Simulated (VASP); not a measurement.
# NbN in VASP: further runs, part 2 of 2

VASP 6.6.1. The steps go on from the part before.

### Step 3. Single point, PBEsol

INCAR reads:

```
PREC = Accurate ; ENCUT = 520
EDIFF = 1E-6 ; ISMEAR = 0
SIGMA = 0.1 ; LREAL = Auto
LASPH = T ; NELM = 60
ALGO = Fast ; ISIF = 2
LWAVE = F ; LCHARG = T
LDIPOL = T ; IDIPOL = 3
DIPOL = 0.5 0.5 0.501 ; GGA = PS
LELF = T ; LVHAR = T
LVACPOTAV = T ; NBANDS = 86
```

KPOINTS reads:

```
regular mesh
0
Gamma
  6 11 1
```

POSCAR reads:

```
NbN
1.0
    6.1949575900      0.0000000000      0.0000000000
    0.0000000000      3.0974787950      0.0000000000
    0.0000000000      0.0000000000     21.5707447816
Nb N
8 8
Direct
    0.5000000000      0.0000000000      0.3476931407
    0.0000000000      0.0000000000      0.3476931407
    0.7500000000      0.5000000000      0.4492310469
    0.2500000000      0.5000000000      0.4492310469
   -0.0001246164      0.0005014291      0.5544454011
    0.4998730309      0.0005007366      0.5544760446
    0.2501172822      0.5002295134      0.6469554418
    0.7497544587      0.5001429939      0.6469534836
    0.2500000000      0.5000000000      0.3476931407
    0.7500000000      0.5000000000      0.3476931407
    0.5000000000      0.0000000000      0.4492310469
    0.0000000000      0.0000000000      0.4492310469
    0.7498526544      0.5005166724      0.5517262322
    0.2498938535      0.5005186375      0.5517281274
   -0.0000814241      0.0002535845      0.6609359267
    0.4999230443      0.0002552252      0.6610635114
```

Potentials or basis: VASP PAW PBE potentials, release 64 (Nb_sv, N).

Command:

```bash
$ cat potpaw_PBE.64/Nb_sv/POTCAR potpaw_PBE.64/N/POTCAR > POTCAR
$ mpirun -np 1 vasp_std > vasp.out
```

OUTCAR:

```text
PREC = Accurate
   ENCUT = 520
   EDIFF = 1E-6
   ISMEAR = 0
   LREAL = Auto
   LASPH = T
   NELM = 60
   ISIF = 2
   GGA = PS

 ion  position               nearest neighbor table
   1  0.500  0.000  0.348-  11 2.19  10 2.19   9 2.19   9 2.19  10 2.19
   2  0.000  0.000  0.348-  12 2.19  10 2.19   9 2.19   9 2.19  10 2.19
   3  0.750  0.500  0.449-  10 2.19  11 2.19  12 2.19  11 2.19  12 2.19  13 2.21
   4  0.250  0.500  0.449-   9 2.19  11 2.19  12 2.19  11 2.19  12 2.19  14 2.21
   5  1.000  0.001  0.554-  14 2.19  13 2.19  14 2.19  13 2.19  12 2.27  15 2.30   8 2.96   7 2.96
                             8 2.96   7 2.96
   6  0.500  0.001  0.554-  14 2.19  13 2.19  13 2.19  14 2.19  11 2.27  16 2.30   7 2.96   8 2.96
                             7 2.96   8 2.96
   7  0.250  0.500  0.647-  14 2.05  16 2.21  16 2.21  15 2.21  15 2.21   6 2.96   6 2.96   5 2.96
                             5 2.96
   8  0.750  0.500  0.647-  13 2.05  16 2.21  16 2.21  15 2.21  15 2.21   6 2.96   6 2.96   5 2.96
                             5 2.96
   9  0.250  0.500  0.348-   4 2.19   2 2.19   1 2.19   1 2.19   2 2.19
  10  0.750  0.500  0.348-   3 2.19   2 2.19   1 2.19   1 2.19   2 2.19
  11  0.500  0.000  0.449-   1 2.19   3 2.19   4 2.19   3 2.19   4 2.19   6 2.27
  12  0.000  0.000  0.449-   2 2.19   3 2.19   4 2.19   3 2.19   4 2.19   5 2.27
  13  0.750  0.501  0.552-   8 2.05   6 2.19   6 2.19   5 2.19   5 2.19   3 2.21
  14  0.250  0.501  0.552-   7 2.05   6 2.19   6 2.19   5 2.19   5 2.19   4 2.21
  15  1.000  0.000  0.661-   8 2.21   7 2.21   7 2.21   8 2.21   5 2.30
  16  0.500  0.000  0.661-   8 2.21   7 2.21   7 2.21   8 2.21   6 2.30

  LATTYP: Found a simple orthorhombic cell.
 ALAT       =     3.0974787950
 B/A-ratio  =     2.0000000000
 C/A-ratio  =     6.9639685077

  Lattice vectors:

 A1 = (   0.0000000000,  -3.0974787950,   0.0000000000)
 A2 = (   6.1949575900,   0.0000000000,   0.0000000000)
 A3 = (   0.0000000000,   0.0000000000,  21.5707447816)

Analysis of symmetry for initial positions (statically):
=====================================================================
 Subroutine PRICEL returns:
 Original cell was already a primitive cell.

 Routine SETGRP: Setting up the symmetry group for a
[... 183 lines left out ...]
  volume of cell :      413.92
 maximum number of plane-waves:     11194
 NGX is ok and might be reduce to    48
   NGX = 23   NGY = 11   NGZ = 81

 dipolmoment           0.000000      0.000000      0.001365 electrons x Angstroem

 number of electron     143.9999990 magnetization

 dipolmoment           0.000000      0.000000     -0.020896 electrons x Angstroem

 Free energy of the ion-electron system (eV)
  ---------------------------------------------------
  ext. energy  EPLUGINS =         0.00000000
  ---------------------------------------------------
  free energy    TOTEN  =      -171.61994638 eV

  energy without entropy =     -171.57685741  energy(sigma->0) =     -171.59840189

 E-fermi :   3.6253     XC(G=0):  -6.4629

 val. band max:        3.6143664945   @ k =  -0.3333   0.1818   0.0000
 cond. band min:       3.6257528117   @ k =  -0.1667   0.2727   0.0000
 fundamental gap:      0.0113863171
 Fermi energy:         3.6253404468

 k-point     1 :       0.0000    0.0000    0.0000
  band No.  band energies     occupation
      1     -52.5559      2.00000
      2     -52.4705      2.00000
      3     -52.4623      2.00000
      4     -52.4497      2.00000
      5     -52.4448      2.00000
      6     -52.3620      2.00000
[... 2077 lines left out ...]
     83       5.7052      0.00000
     84       5.8318      0.00000

 [... further k-points ...]

 [bands above 84 left out]

------------------------ aborting loop because EDIFF is reached ----------------------------------------

  FORCE on cell =-STRESS in cart. coord.  units (eV):
  Direction    XX          YY          ZZ          XY          YZ          ZX
  --------------------------------------------------------------------------------------
  -------------------------------------------------------------------------------------
  Total      -15.9439020    -16.8346619     -5.5889257      0.0034693     -0.0115930      0.0056231
  in kB      -61.7153757    -65.1633137    -21.6335156      0.0134290     -0.0448738      0.0217659
  external PRESSURE =     -49.5040683 kB  Pullay stress =       0.0000000 kB

 VOLUME and BASIS-vectors are now :
 -----------------------------------------------------------------------------
  energy-cutoff  :      520.00
  volume of cell :      413.92
      direct lattice vectors                 reciprocal lattice vectors
     6.194957590  0.000000000  0.000000000     0.161421605  0.000000000  0.000000000
     0.000000000  3.097478795  0.000000000     0.000000000  0.322843211  0.000000000
     0.000000000  0.000000000 21.570744782     0.000000000  0.000000000  0.046359085

 POSITION                                       TOTAL-FORCE (eV/Angst)
 -----------------------------------------------------------------------------------
      3.09748      0.00000      7.50000        -0.000156      0.000497      2.476444
      0.00000      0.00000      7.50000        -0.000104      0.000604      2.479067
      4.64622      1.54874      9.69025         0.001316      0.000398     -0.796456
      1.54874      1.54874      9.69025        -0.001530     -0.000033     -0.796286
      6.19419      0.00155     11.95980         0.001008     -0.002436     -0.009226
      3.09669      0.00155     11.96046         0.000972     -0.002665     -0.009483
[... 8 lines left out ...]
      6.19445      0.00079     14.25688         0.000296      0.000115     -0.004816
      3.09700      0.00079     14.25963        -0.000164      0.000003     -0.004953
 -----------------------------------------------------------------------------------
    total drift:                               -0.000473      0.000039     -0.022117

  FREE ENERGIE OF THE ION-ELECTRON SYSTEM (eV)
  ---------------------------------------------------
  free  energy   TOTEN  =      -171.6199463810 eV

  energy  without entropy=     -171.5768574084  energy(sigma->0) =     -171.59840189

 vacuum level on the upper side and lower side of the slab         6.975         7.171
```

OSZICAR:

```text
N       E                     dE             d eps       ncg     rms          rms(c)
DAV:   1     0.180728403374E+04    0.18073E+04   -0.78792E+04  6768   0.159E+03
DAV:   2    -0.918950520460E+01   -0.18165E+04   -0.17714E+04  7716   0.641E+02
DAV:   3    -0.183962851648E+03   -0.17477E+03   -0.17176E+03  8312   0.159E+02
[... 50 lines left out ...]
RMM:  54    -0.171619938850E+03   -0.20939E-05   -0.20671E-05  4849   0.448E-03    0.505E-02
RMM:  55    -0.171619940769E+03   -0.19188E-05   -0.16448E-05  4593   0.398E-03    0.509E-02
RMM:  56    -0.171619945239E+03   -0.44700E-05   -0.14827E-05  5008   0.478E-03    0.542E-02
RMM:  57    -0.171619946384E+03   -0.11456E-05   -0.11327E-05  4844   0.426E-03    0.543E-02
RMM:  58    -0.171619946974E+03   -0.59030E-06   -0.10246E-05  4755   0.360E-03    0.541E-02
RMM:  59    -0.171619946381E+03    0.59344E-06   -0.81019E-06  4652   0.326E-03
   1 F= -.17161995E+03 E0= -.17159840E+03  d E =-.430890E-01
```

stdout:

```text
POSCAR found type information on POSCAR NbN
 POSCAR found :  2 types and      16 ions
 scaLAPACK will be used
 -----------------------------------------------------------------------------
|                                                                             |
[... 109 lines left out ...]
|     field-free region was found. Please increase the size of  your cell     |
|     in the dimension of the dipole correction to obtain accurate            |
|     workfunction values.                                                    |
|                                                                             |
 -----------------------------------------------------------------------------
```

Wall time 1.5 h (1 thread of Oxide Virtual Turin-like, shared host); peak memory 0.86 GiB.

What came out:

| Property | Result |
| --- | --- |
| Free energy | -171.6199 eV |
| Largest force | 2.479 eV/Å |
| Band gap on the k mesh | zero (bands 72 and 73 overlap by 1.50 eV) |

Forces in eV/Å, atoms in the order of the input:
```
Nb   0.000  0.000  2.476
Nb   0.000  0.001  2.479
Nb   0.001  0.000 -0.796
Nb  -0.002  0.000 -0.796
Nb   0.001 -0.002 -0.009
Nb   0.001 -0.003 -0.009
Nb  -0.001  0.001 -0.005
Nb  -0.001  0.002 -0.004
N   -0.001  0.000 -1.359
N    0.001  0.000 -1.359
N    0.000  0.000 -0.314
N    0.000  0.000 -0.324
N    0.000  0.000  0.015
N    0.000 -0.001  0.015
N    0.000  0.000 -0.005
N    0.000  0.000 -0.005
```

Caveat: the PAW data sets were made with another functional, which shifts forces and pressure a little.
